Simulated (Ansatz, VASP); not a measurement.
## KF: VASP beside Ansatz

```
K F
1.0
     3.69002    0.00000    0.00000
    -1.84501    3.19565    0.00000
     0.00000    0.00000    3.35633
K F
1 1
Direct
  0.00000 0.00000 0.50000
  0.66667 0.33333 0.00000
```

Change from the starting cell: species swapped into the GdTe type (P-6m2, No. 187).

Alike in both runs: functional PBE; k mesh 4 × 4 × 4; occupations gaussian, width 0.15 eV; no spin polarisation.

Ansatz relaxed the structure, and its values are those at the end. VASP's run is a single point on that final structure, the one shown.

|  | VASP | Ansatz |
| --- | --- | --- |
| version | VASP 6.6.1 | Ansatz 0.2.0 |
| potentials or method | VASP PAW PBE potentials, release 64 (K_sv, F), cutoff 520 eV | scalar-relativistic, plane waves, PAW |
| valence electrons in the cell | 16 | 16 |

VASP gave:

```
gap on the k mesh at the Fermi level (eV) : 5.64
least direct gap on the mesh (eV)         : 5.64
pressure (GPa)                            : 0.1
```

Which values does Ansatz return?

gap on the k mesh at the Fermi level (eV): 5.66; least direct gap on the mesh (eV): 5.66; pressure (GPa): 0.1.

With one functional, cell and mesh, what is left measures potentials, basis and numerics.

The k mesh is coarse, so the values compare programs but aren't converged.
